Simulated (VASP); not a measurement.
Here is a VASP 6.6.1 calculation.

Contents of INCAR:

```
SYSTEM = SrLi8Nb7O23
ALGO = Normal ; EDIFF = 1E-7
ENCUT = 520 ; GGA = PE
ISIF = 2 ; ISMEAR = 0
ISPIN = 2 ; LASPH = .True.
LCHARG = .False. ; LMAXMIX = 4
LORBIT = 11 ; LREAL = Auto
LWAVE = .False. ; MAGMOM = 0 0 0 0 0 0 0 0 -0.01 0 0 0 0 0 0 0.02 0 0 0 0.01 0 0 0 0.07 0.01 0.56 0 0 0 0 0 0 0.01 0.01 0 0 0.27 0.02 0.01
NBANDS = 160 ; NELM = 150
NUPDOWN = 1.0 ; PREC = Accurate
SIGMA = 0.01
```

Contents of KPOINTS:

```
Automatic mesh
0
Gamma
  1 1 1
  0.25 0.25 0.25
```

The input POSCAR:

```
SrLi8Nb7O23
1.0
    2.5949501352      1.4981951591      4.6722232478
   -5.1899002704      2.9963903182      9.3444464955
    0.0000000000     -5.9927806363      9.3444464955
Li Nb O Sr
8 7 23 1
Direct
    0.7128731884      0.3547215312      0.3669819340
    0.1821258183      0.1241523190      0.1324723000
    0.6903968609      0.3602156043      0.8751206057
    0.2300246772      0.1084119905      0.6121352428
    0.7156269746      0.8477817217      0.3749698452
    0.2140216938      0.6080592884      0.1139492567
    0.7880223879      0.8189469320      0.8507299342
    0.2022772209      0.6171720898      0.6028395679
    0.9689972390      0.4990825201      0.4980351645
    0.5018402273      0.2458630718      0.2529311486
    0.9927648652      0.4960653495      1.0124571429
    0.9950746826      1.0100172862      0.5018935282
    0.4914649328      0.7477170490      0.2545124123
    0.9776889051      0.9914884180      1.0159961712
    0.5034784979      0.7448339085      0.7617374968
    0.2782159054      0.3169636048      0.4492085900
    0.6350872444      0.4428322921      0.1438969492
    0.8744873840      0.1402182620      0.3246370703
    0.4247546866      0.0590473266      0.3760597061
    0.8043528743      0.1940438432      0.0690554478
    0.1340687073      0.3885638115      0.2052441656
    0.2882444227      0.3172400659      0.9680278707
    0.6106559214      0.4608984097      0.6116348919
    1.0479912813      0.1393276148      0.8137512193
    0.8506637947      0.1826891607      0.5468408142
    0.0276775571      0.4331485307      0.6910360310
    0.2947313093      0.8294718545      0.4241867701
    0.6058959862      0.9760207378      0.0836163557
    0.8792068560      0.6593971946      0.3067230484
    0.3808484160      0.5757168327      0.3790682164
    0.7802818611      0.6948264578      0.0693352437
    0.1271048341      0.8948949305      0.1872312476
    0.2856543854      0.8187855144      0.9481361235
    0.6548963523      0.9379701589      0.6483993813
    0.9003933955      0.6329372628      0.8237273590
    0.3864240251      0.5709891197      0.8982710745
    0.7809977744      0.6919615505      0.5741747944
    0.1572109151      0.8835670603      0.6968342434
    0.4602247583      0.2305845076      0.7712780246
```

Potentials or basis: VASP PAW PBE potentials, release 64 (Li_sv, Nb_sv, O, Sr_sv).

The run is started by

```bash
$ cat potpaw_PBE.64/Li_sv/POTCAR potpaw_PBE.64/Nb_sv/POTCAR potpaw_PBE.64/O/POTCAR potpaw_PBE.64/Sr_sv/POTCAR > POTCAR
$ mpirun -np 1 vasp_std > vasp.out
```

**Question.** Predict the largest force.

**Answer.** 0.076 eV/Å.

Forces in eV/Å, atoms in the order of the input:
```
Li  -0.001  0.001 -0.001
Li   0.000  0.018 -0.002
Li  -0.002  0.000 -0.007
Li  -0.002 -0.002 -0.008
Li   0.001  0.008 -0.007
Li   0.004  0.004 -0.005
Li  -0.015 -0.002  0.002
Li  -0.005 -0.008 -0.009
Nb   0.019  0.061  0.016
Nb  -0.006 -0.019  0.041
Nb  -0.009  0.001  0.024
Nb   0.011 -0.002 -0.006
Nb  -0.027  0.023  0.030
Nb   0.018 -0.013  0.042
Nb  -0.009  0.007  0.042
O   -0.007  0.013 -0.011
O    0.007  0.007 -0.003
O   -0.016 -0.023 -0.006
O   -0.012 -0.002  0.001
O    0.008  0.001 -0.019
O    0.009  0.016 -0.007
O   -0.017 -0.023  0.033
O   -0.019  0.002  0.015
O   -0.007  0.010 -0.005
O    0.042  0.046 -0.021
O   -0.052  0.028 -0.004
O   -0.005  0.004 -0.009
O    0.012 -0.025 -0.016
O    0.005 -0.024  0.000
O   -0.002 -0.021 -0.014
O    0.004 -0.015  0.002
O    0.008  0.008 -0.014
O   -0.005  0.013 -0.011
O    0.013  0.000 -0.009
O   -0.006 -0.012 -0.013
O   -0.006 -0.019 -0.016
O    0.020 -0.015 -0.004
O    0.010  0.015  0.002
Sr   0.040 -0.060 -0.024
```

Caveat: the k points lie up to 1.47 Å⁻¹ apart; the total moment is fixed, so each spin has its own Fermi level.
